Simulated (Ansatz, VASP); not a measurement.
# Te2Mo in VASP and in Ansatz

Contents of INCAR:

```
SYSTEM = Te2Mo
  ALGO = Normal
  EDIFF = 1E-6
  ENCUT = 520
  GGA = PS
  ISIF = 2
  ISMEAR = 1
  LASPH = .True.
  LCHARG = .False.
  LREAL = .False.
  LWAVE = .False.
  NBANDS = 20
  NELM = 80
  PREC = Accurate
  SIGMA = 0.1
```

Contents of KPOINTS:

```
k-points
0
Gamma
  6 6 2
  0 0 0
```

POSCAR

```
Te2Mo
1.0
    3.5386270859     -0.0028964552     -0.0041680579
   -1.7718219546      3.0653586025     -0.0007732751
   -0.0205173908     -0.0162408879     17.4440482252
Te Mo
2 1
Direct
    0.3241090307      0.6515405088      0.8975681878
    0.3368765949      0.6596648509      0.1029094682
    0.0026358258     -0.0117387864      0.0003432922
```

Input for Ansatz:

```yaml
crystal:
  lattice:
    - [3.538627085932963, -0.0028964551809144705, -0.004168057916482111]
    - [-1.77182195463072, 3.0653586024554396, -0.0007732750909761681]
    - [-0.020517390826160983, -0.01624088785118729, 17.44404822523652]
  atoms:
    - { symbol: Te, position: [0.32410903068392777, 0.6515405088437997, 0.8975681877922946] }
    - { symbol: Te, position: [0.3368765948560226, 0.6596648509046822, 0.1029094681679991] }
    - { symbol: Mo, position: [0.0026358257619820717, -0.01173878643955234, 0.00034329223210890234] }
basis:
  ecutwfc: 550.0
kpoints:
  mp_grid:
    grid: [6, 6, 2]
hamiltonian:
  xc: pbesol
  pseudopotentials:
    kind: paw
scf:
  occupations:
    method: cold
    width: 0.1
output:
  forces: true
  stress: true
```

Alike in both runs: task single point; functional PBEsol; k mesh 6 × 6 × 2; no spin polarisation.

```csv
,VASP,Ansatz
version,VASP 6.6.1,Ansatz 0.2.0
potentials or method,"VASP PAW PBE potentials, release 64 (Te, Mo_sv), cutoff 520 eV","plane waves, PAW"
occupations,"methfessel-paxton of order 1, width 0.1 eV","cold, width 0.1 eV"
valence electrons in the cell,26,46
```

Ansatz gave:

| Quantity | Value |
| --- | --- |
| rms of the force components (eV/Å) | 0.126 |

Problem. Estimate VASP's values.

Solution. rms of the force components (eV/Å): 0.123.

VASP's potentials were made for PBE, not for PBEsol. Atom by atom the forces differ by 0.015 eV/Å (rms over components). VASP's potentials hold 26 valence electrons a cell and Ansatz's 46, so a difference there can come from the potentials and not from the codes.

Neither program's run includes spin-orbit coupling.
